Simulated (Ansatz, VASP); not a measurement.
## One calculation of PtS2, two programs

The input INCAR:

```
ALGO = Normal
EDIFF = 1E-6
EDIFFG = -0.002
ENCUT = 600
GGA = CA
IBRION = 2
ISIF = 3
ISMEAR = -1
LASPH = T
LCHARG = F
LREAL = F
LWAVE = F
NELM = 100
NSW = 100
PREC = Accurate
SIGMA = 0.1
```

KPOINTS

```
k-points
0
Gamma
  10 10 6
```

Contents of POSCAR:

```
PtS2
1.0
    3.5432000000      0.0000000000      0.0000000000
   -1.7716000000      3.0685012107      0.0000000000
    0.0000000000      0.0000000000      5.0388000000
Pt S
1 2
Direct
    0.0000000000      0.0000000000      0.0000000000
    0.3333333333      0.6666666667      0.2270000000
    0.6666666667      0.3333333333      0.7730000000
```

Input for Ansatz:

```yaml
crystal:
  lattice:
    - [3.5432, 0.0, 0.0]
    - [-1.7716, 3.06850121069, 0.0]
    - [0.0, 0.0, 5.0388]
  atoms:
    - { symbol: Pt, position: [0.0, 0.0, 0.0] }
    - { symbol: S, position: [0.333333333333, 0.666666666667, 0.227] }
    - { symbol: S, position: [0.666666666667, 0.333333333333, 0.773] }
kpoints:
  mp_grid: { grid: [10, 10, 6] }
scf:
  occupations: { method: fermi_dirac, width: 0.1 }
hamiltonian:
  xc: lda
  pseudopotentials: { kind: paw }
relax:
  f_tol: 0.002
  max_steps: 80
  cell: {}
output:
  forces: true
  stress: true
```

Alike in both runs: task relaxation of cell and atoms; functional LDA; k mesh 10 × 10 × 6; occupations fermi-dirac, width 0.1 eV; no spin polarisation.

```csv
,VASP,Ansatz
version,VASP 6.6.1,Ansatz 0.2.0
potentials or method,"VASP PAW LDA potentials, release 64 (Pt, S)","PAW with Ansatz's default frozen-core files, scalar-relativistic"
plane-wave cutoff (eV),600,420
valence electrons in the cell,22,30
```

|  | VASP | Ansatz | Ansatz less VASP |
| --- | --- | --- | --- |
| relaxed volume (Å³/atom) | 16.60 | 16.56 | -0.033 |
| relaxed length of the cell vector where the two differ most in proportion (Å) | 4.529 | 4.519 | -0.0094 |

LDA's correlation is that of Perdew and Zunger in VASP and of Perdew and Wang (1992) in Ansatz. VASP's potentials hold 22 valence electrons a cell and Ansatz's 30, so a difference there can come from the potentials and not from the codes.

Spin-orbit coupling is off throughout.
